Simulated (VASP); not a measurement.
Here is a VASP 6.6.1 calculation.

INCAR

```
SYSTEM = FeGe
PREC = Accurate
ENCUT = 520
EDIFF = 1E-6
ISMEAR = -1
SIGMA = 0.05
LREAL = .FALSE.
LASPH = .TRUE.
NELM = 150
ALGO = Normal
ISIF = 2
LWAVE = .FALSE.
LCHARG = .FALSE.
ISPIN = 2
MAGMOM = 0 0 0 0 1.5 1.5 1.5 1.5
LORBIT = 11
NUPDOWN = 6.0
LMAXMIX = 4
GGA = PS
NBANDS = 58
```

The input KPOINTS:

```
Automatic mesh
0
G
  5 5 5
  0 0 0
```

POSCAR

```
FeGe
1.0
    4.6890000000      0.0000000000      0.0000000000
    0.0000000000      4.6890000000      0.0000000000
    0.0000000000      0.0000000000      4.6890000000
Ge Fe
4 4
Direct
    0.1580000000      0.3420000000      0.6580000000
    0.3420000000      0.6580000000      0.1580000000
    0.6580000000      0.1580000000      0.3420000000
    0.8420000000      0.8420000000      0.8420000000
    0.8650000000      0.6350000000      0.3650000000
    0.6350000000      0.3650000000      0.8650000000
    0.3650000000      0.8650000000      0.6350000000
    0.1350000000      0.1350000000      0.1350000000
```

Potentials or basis: VASP PAW PBE potentials, release 64 (Ge_d, Fe).

The run is started by

```console
$ cat potpaw_PBE.64/Ge_d/POTCAR potpaw_PBE.64/Fe/POTCAR > POTCAR
$ mpirun -np 1 vasp_std > vasp.out
```

(1) Predict the pressure.

(2) Predict the largest force.

Answers

(1) -5.8 GPa.

(2) 0.093 eV/Å.

Caveat: the cell stands under tension; the PAW data sets were made with another functional, which shifts forces and pressure a little; the total moment is fixed, so each spin has its own Fermi level and the state may be an excited one.
